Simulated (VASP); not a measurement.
Runs of VASP 6.6.1 on RbMgSbO3. The structure is that of space group R3m (No. 160), or close to it. The cells are those of the table. 

| cell | gap on the mesh (eV) | pressure (GPa) | largest force (eV/Å) |
| --- | --- | --- | --- |
| a = 5.399 Å, angles 70.7°, 6 atoms | 3.55 | -1.5 | 0.23 |
| a = 5.281 Å, angles 68.4°, 6 atoms | 3.67 | 8.8 | (c) |
| a = 5.447 Å, angles 71.5°, 6 atoms | 3.47 | (a) | (d) |
| a = 5.328 Å, angles 69.3°, 6 atoms | 3.62 | 4.0 | (b) |

Alike in all rows: task single point; level r2SCAN; potentials or basis VASP PAW PBE potentials, release 64 (Rb_sv, Mg, Sb, O); no spin polarisation; k mesh 6 × 6 × 6; cutoff (eV) 520; smearing gaussian 0.05 eV.

Question: Fill in the values left out.

Answer: (a) -4.2; (b) 1.22; (c) 2.45; (d) 0.99.

Caveats: the PAW data sets were made with another functional, which shifts forces and pressure a little; spin-orbit coupling is left out, which moves the levels of the heavy elements.

A k mesh can miss the band edges, and the runs leave out spin-orbit coupling on Rb, Sb.
